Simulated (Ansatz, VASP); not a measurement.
# One calculation of HgTe, two programs

Contents of INCAR:

```
SYSTEM = HgTe
  ALGO = Normal
  EDIFF = 1E-6
  ENCUT = 500
  GGA = PE
  GGA_COMPAT = .FALSE.
  ISIF = 2
  ISMEAR = -1
  ISYM = 0
  LASPH = .TRUE.
  LCHARG = .TRUE.
  LELF = .TRUE.
  LREAL = .FALSE.
  LVHAR = .TRUE.
  LWAVE = .FALSE.
  NBANDS = 16
  NELM = 120
  PREC = Accurate
  SIGMA = 0.02
```

File KPOINTS:

```
k-points
0
G
  4 4 4
  0 0 0
```

The input POSCAR:

```
HgTe
1.0
    0.0000000000      3.2891972858      3.2891972858
    3.2891972858      0.0000000000      3.2891972858
    3.2891972858      3.2891972858      0.0000000000
Hg Te
1 1
Direct
    0.0000000000      0.0000000000      0.0000000000
    0.2500000000      0.2500000000      0.2500000000
```

Input for Ansatz:

```yaml
crystal:
  lattice:
    - [0.0, 3.2891972858, 3.2891972858]
    - [3.2891972858, 0.0, 3.2891972858]
    - [3.2891972858, 3.2891972858, 0.0]
  atoms:
    - { symbol: Hg, position: [0.0, 0.0, 0.0] }
    - { symbol: Te, position: [0.25, 0.25, 0.25] }
  symmetry: { detect: false }
kpoints:
  mp_grid: { grid: [4, 4, 4] }
hamiltonian:
  xc: pbe
scf:
  occupations: { method: fermi_dirac, width: 0.02 }
  n_extra_bands: 4
output:
  forces: true
  stress: true
  eigenvalues: true
```

Alike in both runs: task single point; functional PBE; k mesh 4 × 4 × 4; occupations fermi-dirac, width 0.02 eV; no spin polarisation.

|  | VASP | Ansatz |
| --- | --- | --- |
| version | VASP 6.6.1 | Ansatz 0.2.0 |
| potentials or method | VASP PAW PBE potentials, release 64 (Hg, Te) | plane waves |
| plane-wave cutoff (eV) | 500 | 420 |
| valence electrons in the cell | 18 | 36 |

```tsv
	VASP	Ansatz	Ansatz less VASP
pressure (GPa)	1.7	1.6	-0.06
```

With one functional, cell and mesh, what is left measures potentials, basis and numerics. VASP's potentials hold 18 valence electrons a cell and Ansatz's 36, so a difference there can come from the potentials and not from the codes.

The k mesh is coarse, so the values compare programs but aren't converged. Neither program's run includes spin-orbit coupling.
